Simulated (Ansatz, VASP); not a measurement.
**Al3C8 in VASP and in Ansatz**

```xyz
11
Lattice="4.9120 0.0000 0.0000 -2.4560 4.2539 0.0000 0.0000 0.0000 3.0161" Properties=species:S:1:pos:R:3 pbc="T T T"
Al   -1.2280    2.1270    1.5081
Al    2.4560    0.0000    1.5081
Al    1.2280    2.1270    1.5081
C     2.4560    2.8360    0.0000
C     3.6840    0.7090    0.0000
C     0.0000    2.8360    0.0000
C     1.2280    0.7090    0.0000
C     1.2280    3.5450    0.0000
C     2.4560    1.4180    0.0000
C    -1.2280    3.5450    0.0000
C     0.0000    1.4180    0.0000
```

Alike in both runs: task single point; functional PBE; k mesh 6 × 6 × 6; occupations gaussian, width 0.1 eV; no spin polarisation.

|  | VASP | Ansatz |
| --- | --- | --- |
| version | VASP 6.6.1 | Ansatz 0.2.0 |
| potentials or method | VASP PAW PBE potentials, release 64 (Al, C), cutoff 520 eV | scalar-relativistic, plane waves, PAW |
| valence electrons in the cell | 41 | 41 |

|  | VASP | Ansatz | Ansatz less VASP |
| --- | --- | --- | --- |
| gap on the k mesh at the Fermi level (eV) | none | none | - |
| rms of the force components (eV/Å) | 0.552 | 0.543 | -0.0090 |

Atom by atom the forces differ by 0.009 eV/Å (rms over components). A gap of «none» marks a metal or a gap that the smearing closes. The functional is the same, so the differences come from potentials, cutoffs and numerics.
